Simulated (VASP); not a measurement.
Here is a VASP 6.6.1 calculation.

Contents of INCAR:

```
SYSTEM = HfO2
PREC = Accurate
ENCUT = 520
EDIFF = 1E-7
ISMEAR = 0
SIGMA = 0.05
LREAL = .FALSE.
LASPH = .TRUE.
NELM = 80
ALGO = Normal
ISIF = 2
LWAVE = .FALSE.
LCHARG = .FALSE.
GGA = PE
NBANDS = 18
```

The input KPOINTS:

```
Automatic mesh
0
G
  8 8 8
  0 0 0
```

POSCAR

```
HfO2
1.0
    0.0000000000      2.5488057606      2.5488057606
    2.5488057606      0.0000000000      2.5488057606
    2.5488057606      2.5488057606      0.0000000000
Hf O
1 2
Direct
    0.0000000000      0.0000000000      0.0000000000
    0.2573563864      0.2426436136      0.2573563864
    0.7573563864      0.7426436136      0.7573563864
```

Potentials or basis: VASP PAW PBE potentials, release 64 (Hf_pv, O).

The run is started by

```console
$ cat potpaw_PBE.64/Hf_pv/POTCAR potpaw_PBE.64/O/POTCAR > POTCAR
$ mpirun -np 1 vasp_std > vasp.out
```

Q: What does it give for the band gap on the k mesh?

A: 3.76 eV, direct.

Q: Predict the largest force.

A: 0.165 eV/Å.

Q: Estimate the pressure.

A: -3.5 GPa.

Forces in eV/Å, atoms in the order of the input:
```
Hf   0.000  0.165  0.000
O    0.000 -0.083  0.000
O    0.000 -0.083  0.000
```

Caveat: the cell differs from its parent crystal (all O atoms moved +0.037 Å, as atom 2 along Cartesian [0 1 0]); spin-orbit coupling is left out, which moves the levels of the heavy elements. A k mesh can miss the band edges.
